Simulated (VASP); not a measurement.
Wanted: the native input for a VASP 6.6.1 run.

- Task: single point
- Functional: PBE
- Potentials or basis: VASP PAW PBE potentials, release 64 (Li_sv, F)
- Cutoff: 520 eV
- k mesh: 9 × 9 × 6
- Occupations: gaussian, width 0.05 eV
- Spin: no spin polarisation
- Dipole correction: no
- Further INCAR settings: ALGO = Normal; EDIFF = 1e-06; NBANDS = 18

The structure of LiF lies in POSCAR:

```
LiF
1.0
    2.9621434083      0.0000000000      0.0000000000
   -1.4810717041      2.5652914413      0.0000000000
    0.0000000000      0.0000000000      5.2403279037
Li F
2 2
Direct
    0.3333333333      0.6666666667      0.3810713234
    0.6666666667      0.3333333333      0.8810713234
    0.3333333333      0.6666666667      0.9939266766
    0.6666666667      0.3333333333      0.4939266766
```

This cell differs from its parent crystal: volume 9.955 Å^3 an atom, c/a of the conventional cell 1.7691.

These files were run (other wordings do the same):

INCAR

```
SYSTEM = LiF
PREC = Accurate
ENCUT = 520
EDIFF = 1E-6
ISMEAR = 0
SIGMA = 0.05
LREAL = .FALSE.
LASPH = .TRUE.
NELM = 80
ALGO = Normal
ISIF = 2
LWAVE = .FALSE.
LCHARG = .FALSE.
GGA = PE
NBANDS = 18
```

KPOINTS

```
regular mesh
0
G
  9 9 6
  0 0 0
```

Potentials or basis: VASP PAW PBE potentials, release 64 (Li_sv, F).

Launch:

```bash
$ cat potpaw_PBE.64/Li_sv/POTCAR potpaw_PBE.64/F/POTCAR > POTCAR
$ mpirun -np 1 vasp_std > vasp.out
```

Results of the run:

* Largest force: 0.324 eV/Å
* Band gap on the k mesh: 7.81 eV, direct

It used 84 s of CPU time on 1 thread of AMD EPYC 7R13 Processor (Zen 3), with other jobs on the host.
